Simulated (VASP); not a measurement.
A run of VASP 6.6.1 is set up as follows.

The input INCAR:

```
SYSTEM = AlN
PREC     = Accurate       ! precision mode
ENCUT    = 520            ! plane-wave cutoff, eV
EDIFF    = 1E-7           ! SCF threshold, eV
ISMEAR   = 0              ! smearing method
SIGMA    = 0.01           ! smearing width, eV
LREAL    = .FALSE.        ! projectors in reciprocal space
LASPH    = .TRUE.         ! aspherical terms in the spheres
NELM     = 60             ! most SCF steps
ALGO     = Normal         ! electronic algorithm
ISIF     = 2              ! what is computed and relaxed
LWAVE    = .FALSE.        ! write WAVECAR
LCHARG   = .TRUE.         ! write CHGCAR
GGA      = PE             ! functional
LELF     = .TRUE.         ! ELF
LVHAR    = .TRUE.       
NBANDS   = 16             ! bands
```

Contents of KPOINTS:

```
Automatic mesh
0
G
  6 6 4
  0 0 0
```

File POSCAR:

```
AlN
1.0
    3.2923469533      0.0000000000      0.0000000000
   -1.6461734767      2.8512560996      0.0000000000
    0.0000000000      0.0000000000      4.1369585597
Al N
2 2
Direct
    0.3333333333      0.6666666667      0.2500000000
    0.6666666667      0.3333333333      0.7500000000
    0.6666666667      0.3333333333      0.2500000000
    0.3333333333      0.6666666667      0.7500000000
```

Potentials or basis: VASP PAW PBE potentials, release 64 (Al, N).

Launch:

```console
$ cat potpaw_PBE.64/Al/POTCAR potpaw_PBE.64/N/POTCAR > POTCAR
$ mpirun -np 1 vasp_std > vasp.out
```

**Question.** What does it give for the pressure?

**Answer.** 5.1 GPa.

**Question.** Estimate the band gap on the k mesh.

**Answer.** 3.47 eV, direct.

Stress tensor (GPa, compression positive):
```
4.99 0.00 0.00
0.00 4.99 0.00
0.00 0.00 5.26
```

A k mesh can miss the band edges.
